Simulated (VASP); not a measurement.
Set up this calculation in VASP 6.6.1, as the native input.

```
Task                   : single point
Functional             : PBE
Potentials or basis    : VASP PAW PBE potentials, release 64 (Cd, S)
Cutoff                 : 520 eV
k mesh                 : 8 × 8 × 8
Occupations            : fermi-dirac, width 0.02 eV
Spin                   : non-collinear spin, zero start, spin-orbit coupling
Starting moments       : [[0.0, 0.0, 0.0], [0.0, 0.0, 0.0]] μB
Dipole correction      : no
Further INCAR settings : ALGO = Normal; EDIFF = 1e-06; NBANDS = 30
```

The structure of CdS lies in POSCAR:

```
CdS
1.0
    0.0000000000      2.9392138922      2.9392138922
    2.9392138922      0.0000000000      2.9392138922
    2.9392138922      2.9392138922      0.0000000000
Cd S
1 1
Direct
    0.0000000000      0.0000000000      0.0000000000
    0.2500000000      0.2500000000      0.2500000000
```

These files were run (other wordings do the same):

INCAR

```
SYSTEM = CdS
  PREC = Accurate
  ENCUT = 520
  EDIFF = 1E-6
  ISMEAR = -1
  SIGMA = 0.02
  LREAL = .False.
  LASPH = .True.
  NELM = 150
  ALGO = Normal
  ISIF = 2
  LWAVE = .False.
  LCHARG = .False.
  MAGMOM = 0 0 0 0 0 0
  LORBIT = 11
  LSORBIT = .True.
  GGA_COMPAT = .False.
  LORBMOM = .True.
  GGA = PE
  NBANDS = 30
```

KPOINTS

```
regular mesh
0
Gamma
  8 8 8
  0 0 0
```

Potentials or basis: VASP PAW PBE potentials, release 64 (Cd, S).

Launch:

```bash
$ cat potpaw_PBE.64/Cd/POTCAR potpaw_PBE.64/S/POTCAR > POTCAR
$ mpirun -np 1 vasp_ncl > vasp.out
```

It gave:

```yaml
Pressure: 1.7 GPa
Net_moment: 0.00 μB per cell
Valence_electrons_inside_the_program's_atomic_spheres: Cd 10.30; S 3.72
```

Run time: 5 min on 1 thread of Intel Xeon 8259CL, on a shared host, peak memory 0.32 GiB.
